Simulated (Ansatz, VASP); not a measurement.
**W in VASP and in Ansatz**

```
W
1.0
    -1.67717    1.67717    1.67717
     1.67717   -1.67717    1.67717
     1.67717    1.67717   -1.67717
W
1
Cartesian
  0.0000 0.0000 0.0000
```

Change from the starting cell: strain +0.050 along x and y, +0.050 along z, atoms carried along.

Alike in both runs: task single point; functional PBE; k mesh 20 × 20 × 20; occupations gaussian, width 0.15 eV; no spin polarisation.

|  | VASP | Ansatz |
| --- | --- | --- |
| version | VASP 6.6.1 | Ansatz 0.2.0 |
| potentials or method | VASP PAW PBE potentials, release 64 (W_sv), cutoff 500 eV | scalar-relativistic, plane waves, PAW |
| valence electrons in the cell | 14 | 14 |

```csv
,VASP,Ansatz,Ansatz less VASP
gap on the k mesh at the Fermi level (eV),none,none,-
pressure (GPa),-33.9,-34.0,-0.12
```

A gap of «none» marks a metal or a gap that the smearing closes. Both programs put the cell under strong tension, so it lies far from rest at this level. The functional is the same, so the differences come from potentials, cutoffs and numerics.

Spin-orbit coupling is off throughout. Noted on VASP's run: the cell as given lies far from equilibrium.
